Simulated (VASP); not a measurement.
A run of VASP 6.6.1 is set up as follows.

The input INCAR:

```
  ALGO = Fast
  EDIFF = 1E-6
  ENCUT = 520
  GGA = PE
  ISIF = 2
  ISMEAR = 0
  LASPH = True
  LCHARG = True
  LELF = True
  LREAL = False
  LVHAR = True
  LWAVE = False
  NBANDS = 18
  NELM = 100
  PREC = Accurate
  SIGMA = 0.1
```

Contents of KPOINTS:

```
k-points
0
Gamma
  18 18 12
```

File POSCAR:

```
Au
1.0
    2.0789480791      2.0789480791      0.0000000000
   -2.0789480791      2.0789480791      0.0000000000
    0.0000000000      0.0000000000      4.2826330430
Au
2
Direct
    0.0000000000      0.0000000000      0.0000000000
    0.5000000000      0.5000000000      0.5000000000
```

Potentials or basis: VASP PAW PBE potentials, release 64 (Au).

Run with:

```bash
$ cat potpaw_PBE.64/Au/POTCAR > POTCAR
$ mpirun -np 1 vasp_std > vasp.out
```

(1) What does it give for the band gap on the k mesh?

(2) Predict the pressure.

Results:

(1) zero (bands 11 and 12 overlap by 6.99 eV).

(2) -3.9 GPa.

Caveat: the cell differs from its parent crystal (strain along c alone, the other axes held: +3.0 %); the cell stands under tension; spin-orbit coupling is left out, which moves the levels of the heavy elements.
